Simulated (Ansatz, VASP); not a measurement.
ScSi4O in VASP and in Ansatz

INCAR

```
SYSTEM = ScSi4O
PREC = Accurate
ENCUT = 600
EDIFF = 1E-6
ISMEAR = 0
SIGMA = 0.1
LREAL = .FALSE.
LASPH = .TRUE.
NELM = 80
ALGO = Normal
ISIF = 3
LWAVE = .FALSE.
LCHARG = .FALSE.
GGA = PE
IBRION = 2
NSW = 100
EDIFFG = -0.01
```

KPOINTS

```
Automatic mesh
0
G
  10 10 10
  0 0 0
```

Contents of POSCAR:

```
ScSi4O
1.0
    0.0000000000      3.5055846248      3.5055846248
    3.5055846248      0.0000000000      3.5055846248
    3.5055846248      3.5055846248      0.0000000000
Sc Si O
1 4 1
Direct
    0.0000000000      0.0000000000      0.0000000000
    0.6234436768      0.6234436768      0.1296689695
    0.6234436768      0.1296689695      0.6234436768
    0.1296689695      0.6234436768      0.6234436768
    0.6234436768      0.6234436768      0.6234436768
    0.2500000000      0.2500000000      0.2500000000
```

Input for Ansatz:

```yaml
crystal:
  lattice:
    - [0.0, 3.5055846248, 3.5055846248]
    - [3.5055846248, 0.0, 3.5055846248]
    - [3.5055846248, 3.5055846248, 0.0]
  atoms:
    - { symbol: Sc, position: [0.0, 0.0, 0.0] }
    - { symbol: Si, position: [0.6234436768, 0.6234436768, 0.1296689695] }
    - { symbol: Si, position: [0.6234436768, 0.1296689695, 0.6234436768] }
    - { symbol: Si, position: [0.1296689695, 0.6234436768, 0.6234436768] }
    - { symbol: Si, position: [0.6234436768, 0.6234436768, 0.6234436768] }
    - { symbol: O, position: [0.25, 0.25, 0.25] }
basis:
  ecutwfc: 420
kpoints:
  mp_grid: { grid: [10, 10, 10] }
hamiltonian:
  xc: pbe
scf:
  occupations: { method: gaussian, width: 0.1 }
output:
  forces: true
  stress: true
  eigenvalues: true
relax:
  adjacent_minimum: "off"
  f_tol: 0.01
  max_steps: 80
  cell: { stress_tol: 0.05 }
```

Change from the starting cell: species swapped into the GdDyAl4 type (F-43m, No. 216).

Alike in both runs: task relaxation of cell and atoms; functional PBE; k mesh 10 × 10 × 10; occupations gaussian, width 0.1 eV; no spin polarisation.

```csv
,VASP,Ansatz
version,VASP 6.6.1,Ansatz 0.2.0
potentials or method,"VASP PAW PBE potentials, release 64 (Sc_sv, Si, O), cutoff 600 eV","scalar-relativistic, plane waves, PAW"
valence electrons in the cell,33,33
```

|  | VASP | Ansatz | Ansatz less VASP |
| --- | --- | --- | --- |
| gap on the k mesh at the Fermi level, each at its own relaxed structure (eV) | none | none | - |
| relaxed volume (Å³/atom) | 14.38 | 14.38 | -0.001 |
| relaxed cell length with the largest relative difference (Å) | 4.960 | 4.960 | -0.0001 |

A gap of «none» marks a metal or a gap that the smearing closes.
